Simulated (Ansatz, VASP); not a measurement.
One calculation of NaYCl6, two programs

```xyz
8
Lattice="0.0000 5.4147 5.4147 5.4147 0.0000 5.4147 5.4147 5.4147 0.0000" Properties=species:S:1:pos:R:3 pbc="T T T"
Na    5.4147    5.4147    5.4147
Y     0.0000    0.0000    0.0000
Cl    2.6236    5.4147    5.4147
Cl    8.2058    5.4147    5.4147
Cl    5.4147    2.6236    5.4147
Cl    5.4147    8.2058    5.4147
Cl    5.4147    5.4147    2.6236
Cl    5.4147    5.4147    8.2058
```

Alike in both runs: functional PBE; k mesh 6 × 6 × 6; occupations gaussian, width 0.1 eV; no spin polarisation.

Ansatz relaxed the structure, and its values are those at the end. VASP's run is a single point on that final structure, the one shown.

```csv
,VASP,Ansatz
version,VASP 6.6.1,Ansatz 0.2.0
potentials or method,"VASP PAW PBE potentials, release 64 (Na_pv, Y_sv, Cl), cutoff 520 eV","scalar-relativistic, plane waves, PAW"
valence electrons in the cell,60,62
```

```tsv
	VASP	Ansatz	Ansatz less VASP
gap on the k mesh at the Fermi level (eV)	none	none	-
pressure (GPa)	0.0	0.0	+0.05
rms of the force components (eV/Å)	0.003	0.000	-0.0032
```

A gap of «none» marks a metal or a gap that the smearing closes. The functional is the same, so the differences come from potentials, cutoffs and numerics. VASP's potentials hold 60 valence electrons a cell and Ansatz's 62, so a difference there can come from the potentials and not from the codes. Ansatz's warnings: xc potential rough in thin density.
